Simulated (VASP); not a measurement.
# Ti5H in VASP: further runs

The runs below take Ti5H through relaxation of the atoms, single point, with PBE.

Everything below comes from runs of VASP 6.6.1. Logs are shortened: lines on timing, memory, paths and dates and some standing lists are left out, and cuts for length are marked.

### 1 The cell of the first run

The cell holds a slab with vacuum, 6 atoms: a = 2.938 Å, b = 2.938 Å, c = 24.712 Å, α = 90.00°, β = 90.00°, γ = 120.00°.

### 2 Relaxation of the atoms, PBE

File INCAR:

```
SYSTEM = Ti5H
  ALGO = Normal
  DIPOL = 0.5 0.5 0.384
  EDIFF = 1E-7
  EDIFFG = -0.025
  ENCUT = 520
  GGA = PE
  IBRION = 2
  IDIPOL = 3
  ISIF = 2
  ISMEAR = 0
  LASPH = .True.
  LCHARG = .False.
  LDIPOL = .True.
  LREAL = .False.
  LWAVE = .False.
  NELM = 100
  NSW = 50
  PREC = Accurate
  SIGMA = 0.1
```

File KPOINTS:

```
k-points
0
Gamma
  9 9 1
  0 0 0
```

File POSCAR:

```
Ti5H
1.0
    2.9381632086      0.0000000000      0.0000000000
   -1.4690816043      2.5445239791      0.0000000000
    0.0000000000      0.0000000000     24.7117068140
Ti H
5 1
Selective dynamics
Direct
    0.6666666667      0.3333333333      0.1618666015  F F F
    0.3333333333      0.6666666667      0.2559609806  F F F
    0.6666666667      0.3333333333      0.3506708119  F F F
    0.3333333333      0.6666666667      0.4475655916  F F F
    0.6666666667      0.3333333333      0.5346335206  T T T
    1.0000000000      1.0000000000      0.5531904765  F F T
```

Potentials or basis: VASP PAW PBE potentials, release 64 (Ti_sv, H).

The run is started by

```
> cat potpaw_PBE.64/Ti_sv/POTCAR potpaw_PBE.64/H/POTCAR > POTCAR
> mpirun -np 1 vasp_std > vasp.out
```

OUTCAR:

```text
SYSTEM = Ti5H
   EDIFF = 1E-7
   EDIFFG = -0.025
   ENCUT = 520
   GGA = PE
   IBRION = 2
   ISIF = 2
   ISMEAR = 0
   LASPH = .True.
   LREAL = .False.
   NELM = 100
   NSW = 50
   PREC = Accurate

 ion  position               nearest neighbor table
   1  0.667  0.333  0.162-   2 2.88   2 2.88   2 2.88
   2  0.333  0.667  0.256-   1 2.88   1 2.88   1 2.88   3 2.89   3 2.89   3 2.89
   3  0.667  0.333  0.351-   2 2.89   2 2.89   2 2.89
   4  0.333  0.667  0.448-   5 2.74   5 2.74   5 2.74
   5  0.667  0.333  0.535-   6 1.76   6 1.76   6 1.76   4 2.74   4 2.74   4 2.74
   6  0.000  0.000  0.553-   5 1.76   5 1.76   5 1.76

  LATTYP: Found a hexagonal cell.
 ALAT       =     2.9381632086
 C/A-ratio  =     8.4105970498

  Lattice vectors:

 A1 = (   2.9381632086,   0.0000000000,   0.0000000000)
 A2 = (  -1.4690816043,   2.5445239791,   0.0000000000)
 A3 = (   0.0000000000,   0.0000000000,  24.7117068140)

Analysis of symmetry for initial positions (statically):
=====================================================================
 Subroutine PRICEL returns:
 Original cell was already a primitive cell.

 Routine SETGRP: Setting up the symmetry group for a
 hexagonal supercell.

 Subroutine GETGRP returns: Found  6 space group operations
 (whereof  6 operations were pure point group operations)
 out of a pool of 24 trial point group operations.

The static configuration has the point symmetry C_3v.

Analysis of symmetry for dynamics (positions and initial velocities):
=====================================================================
 Subroutine PRICEL returns:
 Original cell was already a primitive cell.

 Routine SETGRP: Setting up the symmetry group for a
 hexagonal supercell.

 Subroutine GETGRP returns: Found  6 space group operations
 (whereof  6 operations were pure point group operations)
 out of a pool of 24 trial point group operations.

The dynamic configuration has the point symmetry C_3v.

Analysis of constrained symmetry for selective dynamics:
=====================================================================
 Subroutine PRICEL returns:
 Original cell was already a primitive cell.

 Routine SETGRP: Setting up the symmetry group for a
 hexagonal supercell.

 Subroutine GETGRP returns: Found  6 space group operations
 (whereof  6 operations were pure point group operations)
 out of a pool of 24 trial point group operations.

The constrained configuration has the point symmetry C_3v.

 Subroutine INISYM returns: Found  6 space group operations
 (whereof  6 operations are pure point group operations),
 and found     1 'primitive' translations

----------------------------------------------------------------------------------------

                                     Primitive cell

  volume of cell :     184.7503

  direct lattice vectors                    reciprocal lattice vectors
     2.938163209  0.000000000  0.000000000     0.340348690  0.196500408  0.000000000
    -1.469081604  2.544523979  0.000000000     0.000000000  0.393000816  0.000000000
     0.000000000  0.000000000 24.711706814     0.000000000  0.000000000  0.040466650

  length of vectors
     2.938163209  2.938163209 24.711706814     0.393000816  0.393000816  0.040466650

  position of ions in fractional coordinates (direct lattice)
     0.666666667  0.333333333  0.161866602
     0.333333333  0.666666667  0.255960981
     0.666666667  0.333333333  0.350670812
     0.333333333  0.666666667  0.447565592
     0.666666667  0.333333333  0.534633521
[... 53 lines left out ...]
   total plane-waves  NPLWV = 110592
   dimension x,y,z NGX =    24 NGY =   24 NGZ =  192
   dimension x,y,z NGXF=    48 NGYF=   48 NGZF=  384
   ions per type =               5   1
   NGX,Y,Z   is equivalent  to a cutoff of  13.58, 13.58, 12.92 a.u.
   NGXF,Y,Z  is equivalent  to a cutoff of  27.16, 27.16, 25.83 a.u.
 SYSTEM =  Ti5H
   PREC   = accura    normal or accurate (medium, high low for compatibility)
   ISTART =      0    job   : 0-new  1-cont  2-samecut
   ICHARG =      2    charge: 1-file 2-atom 10-const
   ISPIN  =      1    spin polarized calculation?
   LNONCOLLINEAR =      F non collinear calculations
   LSORBIT =      F    spin-orbit coupling
   LASPH  =      T    aspherical Exc in radial PAW
   ENCUT  =  520.0 eV  38.22 Ry    6.18 a.u.   5.46  5.46 45.95*2*pi/ulx,y,z
   NELM   =    100;   NELMIN=  2; NELMDL= -5     # of ELM steps
   EDIFF  = 0.1E-06   stopping-criterion for ELM
   LREAL  =      F    real-space projection
   EDIFFG = -.3E-01   stopping-criterion for IOM
   NSW    =     50    number of steps for IOM
   IBRION =      2    ionic relax: 0-MD 1-quasi-New 2-CG
   NFREE  =      1    steps in history (QN), initial steepest desc. (CG)
   ISIF   =      2    stress and relaxation
   ISYM   =      2    0-nonsym 1-usesym 2-fastsym
   POTIM  = 0.5000    time-step for ionic-motion
   TEBEG  =    0.0;   TEEND  =   0.0 temperature during run
   PSTRESS=    0.0 pullay stress
   NELECT =      61.0000    total number of electrons
   NUPDOWN=      -1.0000    fix difference up-down
   EMIN   =  10.00;   EMAX   =-10.00  energy-range for DOS
   EFERMI =   0.00;   METHOD = LEGACY
   ISMEAR =     0;   SIGMA  =   0.10  broadening in eV -4-tet -1-fermi 0-gaus
   EFERMI_NEDOS =   21; number of points for ismear=-14 and -15
   IALGO  =     38    algorithm
   IMIX   =      4    mixing-type and parameters
     AMIX     =   0.40;   BMIX     =  1.00
     AMIX_MAG =   1.60;   BMIX_MAG =  1.00
  volume/ion in A,a.u.               =      30.79       207.79
  Fermi-wavevector in a.u.,A,eV,Ry     =   1.131505  2.138234 17.419579  1.280303
  Thomas-Fermi vector in A             =   2.268204
   LORBIT       =      0    0 simple, 1 ext, 2 COOP (PROOUT), +10 PAW based schemes
   GGA     = PE    functional components
   LHFCALC =     F    Hartree Fock is set to
   AEXX    =    0.0000 exact exchange contribution
   IVDW    =     0    specifies the selected vdW correction
   LEPSILON=     F    determine dielectric tensor
   LRPA    =     F    only Hartree local field effects (RPA)
 conjugate gradient relaxation of ions
 non-spin polarized calculation
 Gauss-broadening in eV      SIGMA  =   0.10
  energy-cutoff  :      520.00
  volume of cell :      184.75
 maximum number of plane-waves:      5059
 NGX is ok and might be reduce to    24
   NGX = 11   NGY = 11   NGZ = 91

--------------------------------------- Ionic step        1  -------------------------------------------

 number of electron      60.9999991 magnetization

 Free energy of the ion-electron system (eV)
  ---------------------------------------------------
  ext. energy  EPLUGINS =         0.00000000
  ---------------------------------------------------
  free energy    TOTEN  =       -41.32371286 eV

  energy without entropy =      -41.28267203  energy(sigma->0) =      -41.30319245

------------------------ aborting loop because EDIFF is reached ----------------------------------------

  FORCE on cell =-STRESS in cart. coord.  units (eV):
  Direction    XX          YY          ZZ          XY          YZ          ZX
  --------------------------------------------------------------------------------------
  -------------------------------------------------------------------------------------
  Total        1.6510553      1.6510553      0.3158362      0.0000000      0.0000000     -0.0000000
  in kB       14.3181528     14.3181528      2.7389701      0.0000000      0.0000000     -0.0000000
  external PRESSURE =      10.4584252 kB  Pullay stress =       0.0000000 kB
[... 69 lines left out ...]
 number of electron      60.9999995 magnetization

------------------------ aborting loop because EDIFF is reached ----------------------------------------

 vacuum level on the upper side and lower side of the slab       (xc-potential included)        -0.169         0.077

  FORCE on cell =-STRESS in cart. coord.  units (eV):
  Direction    XX          YY          ZZ          XY          YZ          ZX
  --------------------------------------------------------------------------------------
  -------------------------------------------------------------------------------------
  Total        0.3202138      0.3202138      2.3831449      0.0000000     -0.0000000      0.0000000
  in kB        2.7769330      2.7769330     20.6669231      0.0000000     -0.0000000      0.0000000
  external PRESSURE =       8.7402631 kB  Pullay stress =       0.0000000 kB
[... 21 lines left out ...]
  FREE ENERGIE OF THE ION-ELECTRON SYSTEM (eV)
  ---------------------------------------------------
  free  energy   TOTEN  =       -41.6055937010 eV

  energy  without entropy=      -41.5643643243  energy(sigma->0) =      -41.58497901

 dipolmoment           0.000000      0.000000      0.000102 electrons x Angstroem

[... ionic steps 4 to 7 ...]

--------------------------------------- Ionic step        8  -------------------------------------------

 number of electron      60.9999992 magnetization

------------------------ aborting loop because EDIFF is reached ----------------------------------------
[... 75 lines left out ...]
--------------------------------------- Ionic step       10  -------------------------------------------

 number of electron      60.9999990 magnetization

 dipolmoment           0.000000      0.000000     -0.000849 electrons x Angstroem

 Free energy of the ion-electron system (eV)
  ---------------------------------------------------
  ext. energy  EPLUGINS =         0.00000000
  ---------------------------------------------------
  free energy    TOTEN  =       -41.83340889 eV

  energy without entropy =      -41.78968908  energy(sigma->0) =      -41.81154898

 E-fermi :   1.7609     XC(G=0):  -6.3156

 val. band max:        1.7544378909   @ k =   0.3333   0.3333   0.0000
 cond. band min:       1.7610813621   @ k =   0.3333   0.1111   0.0000
 fundamental gap:      0.0066434712
 Fermi energy:         1.7608796793

 k-point     1 :       0.0000    0.0000    0.0000
  band No.  band energies     occupation
      1     -55.2328      2.00000
      2     -55.2054      2.00000
      3     -55.0499      2.00000
      4     -54.9934      2.00000
      5     -54.9581      2.00000
      6     -31.7446      2.00000
[... 457 lines left out ...]
     35       1.8876      0.07307
     36       2.0384      0.00009

------------------------ aborting loop because EDIFF is reached ----------------------------------------

 vacuum level on the upper side and lower side of the slab       (xc-potential included)        -0.201        -0.214

  FORCE on cell =-STRESS in cart. coord.  units (eV):
  Direction    XX          YY          ZZ          XY          YZ          ZX
  --------------------------------------------------------------------------------------
  -------------------------------------------------------------------------------------
  Total       -1.2838926     -1.2838926     -1.4657683      0.0000000      0.0000000      0.0000000
  in kB      -11.1340735    -11.1340735    -12.7113217      0.0000000      0.0000000      0.0000000
  external PRESSURE =     -11.6598229 kB  Pullay stress =       0.0000000 kB
[... 21 lines left out ...]
  FREE ENERGIE OF THE ION-ELECTRON SYSTEM (eV)
  ---------------------------------------------------
  free  energy   TOTEN  =       -41.8334088923 eV

  energy  without entropy=      -41.7896890753  energy(sigma->0) =      -41.81154898

 reached required accuracy - stopping structural energy minimisation

 vacuum level on the upper side and lower side of the slab         5.988         5.972
```

It took 26 min on 1 thread of Intel Xeon Platinum 8375C at 2.90GHz (Ice Lake), shared host; peak memory 0.35 GiB.

Results:

```yaml
Free_energy: -41.8334 eV
Energy_gained_by_relaxing: 84.9 meV/atom
Ionic_steps: 10
Band_gap_on_the_k_mesh: zero (an odd number of electrons rules out a gap without spin polarisation)
```

Step by step:
| step | energy change (eV) | largest force on free atoms (eV/Å) | pressure (GPa) |
| --- | --- | --- | --- |
| 1 | 0.0000 | 1.4614 | 1.05 |
| 2 | -0.1347 | 1.3335 | 0.98 |
| 3 | -0.2819 | 0.9066 | 0.87 |
| 4 | -0.3658 | 0.7352 | 0.44 |
| 5 | -0.4970 | 0.3984 | -0.79 |
| 6 | -0.5029 | 0.3549 | -1.07 |
| 7 | -0.5085 | 0.0929 | -1.10 |
| 8 | -0.5093 | 0.0328 | -1.09 |
| 9 | -0.5095 | 0.0254 | -1.11 |
| 10 | -0.5097 | 0.0051 | -1.17 |

Final structure:
```
CELL_PARAMETERS angstrom
2.93816 0.00000 0.00000
-1.46908 2.54452 0.00000
0.00000 0.00000 24.71171
ATOMIC_POSITIONS crystal
Ti 0.66667 0.33333 0.16187
Ti 0.33333 0.66667 0.25596
Ti 0.66667 0.33333 0.35067
Ti 0.33333 0.66667 0.44757
Ti 0.66667 0.33333 0.53742
H 0.00000 0.00000 0.57868
```

### 3 Single point, PBE

File INCAR:

```
SYSTEM = Ti5H
PREC = Accurate
ENCUT = 520
EDIFF = 1E-7
ISMEAR = 0
SIGMA = 0.1
LREAL = .FALSE.
LASPH = .TRUE.
NELM = 60
ALGO = Normal
ISIF = 2
LWAVE = .FALSE.
LCHARG = .FALSE.
LDIPOL = .TRUE.
IDIPOL = 3
DIPOL = 0.5 0.5 0.396
GGA = PE
NBANDS = 40
```

File KPOINTS:

```
regular mesh
0
G
  9 9 1
  0 0 0
```

File POSCAR:

```
Ti5H
1.0
    2.9381632086      0.0000000000      0.0000000000
   -1.4690816043      2.5445239791      0.0000000000
    0.0000000000      0.0000000000     24.7117068140
Ti H
5 1
Direct
    0.6666666667      0.3333333333      0.1618666015
    0.3333333333      0.6666666667      0.2559609806
    0.6666666667      0.3333333333      0.3506708119
    0.3333333333      0.6666666667      0.4475655916
    0.6666666667      0.3333333333      0.5433827492
    0.6666666667      0.3333333333      0.6142711922
```

Potentials or basis: VASP PAW PBE potentials, release 64 (Ti_sv, H).

The run is started by

```
> cat potpaw_PBE.64/Ti_sv/POTCAR potpaw_PBE.64/H/POTCAR > POTCAR
> mpirun -np 1 vasp_std > vasp.out
```

It took 1.9 min on 1 thread of Intel Xeon 6975P-C (Granite Rapids), shared host; peak memory 0.34 GiB.

The run converged. Its results:

```
Free energy            : -40.1315 eV
Largest force          : 0.557 eV/Å
Band gap on the k mesh : zero (an odd number of electrons rules out a gap without spin polarisation)
```

Forces in eV/Å, atoms in the order of the input:
```
Ti   0.000  0.000  0.537
Ti   0.000  0.000 -0.557
Ti   0.000  0.000  0.300
Ti   0.000  0.000 -0.271
Ti   0.000  0.000 -0.006
H    0.000  0.000 -0.003
```

Levels at points of the mesh, in eV from the Fermi level:
```
           k point  band 28  band 29  band 30  band 31  band 32  band 33
(0.00, 0.00, 0.00)     0.12     0.29     0.54     0.68     0.68     0.71
```

### 4 Single point, PBE

INCAR, as its differences from that of step 3:

```diff
@@ -3,3 +3,3 @@
 ENCUT = 520
-EDIFF = 1E-7
+EDIFF = 1E-6
 ISMEAR = 0
@@ -15,3 +15,3 @@
 IDIPOL = 3
-DIPOL = 0.5 0.5 0.396
+DIPOL = 0.5 0.5 0.389
 GGA = PE
```

File KPOINTS:

```
Automatic mesh
0
G
  9 9 1
  0 0 0
```

POSCAR, as its differences from that of step 3:

```diff
@@ -12,3 +12,3 @@
     0.3333333333      0.6666666667      0.4475655916
-    0.6666666667      0.3333333333      0.5433827492
-    0.6666666667      0.3333333333      0.6142711922
+    0.6666666667      0.3333333333      0.5375354192
+    1.0000000000      1.0000000000      0.5789263970
```

The run is started by

```
> cat potpaw_PBE.64/Ti_sv/POTCAR potpaw_PBE.64/H/POTCAR > POTCAR
> mpirun -np 1 vasp_std > vasp.out
```

It took 94 s on 1 thread of Intel Xeon 6975P-C (Granite Rapids), shared host; peak memory 0.34 GiB.

Results (log left out):

| Item | Value |
| --- | --- |
| Free energy | -41.8334 eV |
| Largest force | 0.559 eV/Å |
| Band gap on the k mesh | zero (an odd number of electrons rules out a gap without spin polarisation) |

Forces on the atoms (eV/Å):
```
Ti   0.000  0.000  0.559
Ti   0.000  0.000 -0.532
Ti   0.000  0.000  0.010
Ti   0.000  0.000 -0.031
Ti   0.000  0.000  0.003
H    0.000  0.000 -0.009
```

Levels at points of the mesh, in eV from the Fermi level:
| k point | band 27 | band 28 | band 29 | band 30 | band 31 | band 32 | band 33 | band 34 |
| --- | --- | --- | --- | --- | --- | --- | --- | --- |
| (0.00, 0.00, 0.00) | -0.13 | 0.10 | 0.40 | 0.58 | 0.64 | 0.64 | 0.69 | 0.69 |

### 5 Single point, PBE

File INCAR:

```
SYSTEM = Ti5H
PREC = Accurate
ENCUT = 520
EDIFF = 1E-7
ISMEAR = 0
SIGMA = 0.1
LREAL = .FALSE.
LASPH = .TRUE.
NELM = 100
ALGO = Normal
ISIF = 2
LWAVE = .FALSE.
LCHARG = .TRUE.
LDIPOL = .TRUE.
IDIPOL = 3
DIPOL = 0.5 0.5 0.389
GGA = PE
LELF = .TRUE.
LVHAR = .TRUE.
LVACPOTAV = .TRUE.
NBANDS = 40
```

File KPOINTS:

```
regular mesh
0
G
  9 9 1
  0 0 0
```

POSCAR, as its differences from that of step 4:

```diff
@@ -12,3 +12,3 @@
     0.3333333333      0.6666666667      0.4475655916
-    0.6666666667      0.3333333333      0.5375354192
-    1.0000000000      1.0000000000      0.5789263970
+    0.6666666667      0.3333333333      0.5389028228
+    1.3333333333      0.6666666667      0.5795402429
```

The run is started by

```
> cat potpaw_PBE.64/Ti_sv/POTCAR potpaw_PBE.64/H/POTCAR > POTCAR
> mpirun -np 1 vasp_std > vasp.out
```

It took 1.7 min on 1 thread of Intel Xeon 6975P-C (Granite Rapids), shared host; peak memory 0.34 GiB.

The run converged. Its results:

```
Free energy            : -41.8472 eV
Largest force          : 0.555 eV/Å
Band gap on the k mesh : zero (an odd number of electrons rules out a gap without spin polarisation)
```

Forces on the atoms (eV/Å):
```
Ti   0.000  0.000  0.555
Ti   0.000  0.000 -0.549
Ti   0.000  0.000  0.108
Ti   0.000  0.000 -0.098
Ti   0.000  0.000 -0.021
H    0.000  0.000  0.005
```

Levels at points of the mesh, in eV from the Fermi level:
```csv
k point,band 28,band 29,band 30,band 31,band 32,band 33
"(0.00, 0.00, 0.00)",0.08,0.38,0.56,0.62,0.62,0.70
```

### 6 Summary

```tsv
task	cell	atoms held fixed (from 0)	gap on the mesh (eV)	largest force (eV/Å)
relaxation of the atoms	atoms relaxed, atomic positions A	[0, 1, 2, 3, 5]	none	-
single point	as given, atomic positions B	-	none	0.56
single point	as given, atomic positions C	-	none	0.56
single point	as given, atomic positions D	-	none	0.55
```

Alike in all rows: level PBE; potentials or basis VASP PAW PBE potentials, release 64 (Ti_sv, H); no spin polarisation; k mesh 9 × 9 × 1; cutoff (eV) 520; smearing gaussian 0.1 eV.

Total energies depend on the potentials used, so only differences within one code and one set of settings carry meaning.
